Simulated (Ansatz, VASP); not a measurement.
## BN: VASP beside Ansatz

```xyz
4
Lattice="2.5655 0.0000 0.0000 -1.2828 2.2218 0.0000 0.0000 0.0000 6.6967" Properties=species:S:1:pos:R:3 pbc="T T T"
B     0.0000    1.4812    1.6742
B     1.2828    0.7406    5.0225
N     0.0000    1.4812    5.0225
N     1.2828    0.7406    1.6742
```

Alike in both runs: task single point; functional LDA; k mesh 12 × 12 × 4; occupations gaussian, width 0.05 eV; no spin polarisation.

|  | VASP | Ansatz |
| --- | --- | --- |
| version | VASP 6.6.1 | Ansatz 0.2.0 |
| potentials or method | VASP PAW LDA potentials, release 64 (B, N), cutoff 520 eV | scalar-relativistic, plane waves, PAW |
| valence electrons in the cell | 16 | 16 |

```tsv
	VASP	Ansatz	Ansatz less VASP
gap on the k mesh at the Fermi level (eV)	3.96	3.97	+0.010
least direct gap on the mesh (eV)	4.32	4.33	+0.005
pressure (GPa)	-19.5	-20.0	-0.50
traceless stress, the component that is largest in VASP (GPa)	18.51	19.17	+0.665
```

Ansatz warns that its potentials were made for another functional, while VASP's fit it. LDA's correlation is that of Perdew and Zunger in VASP and of Perdew and Wang (1992) in Ansatz.
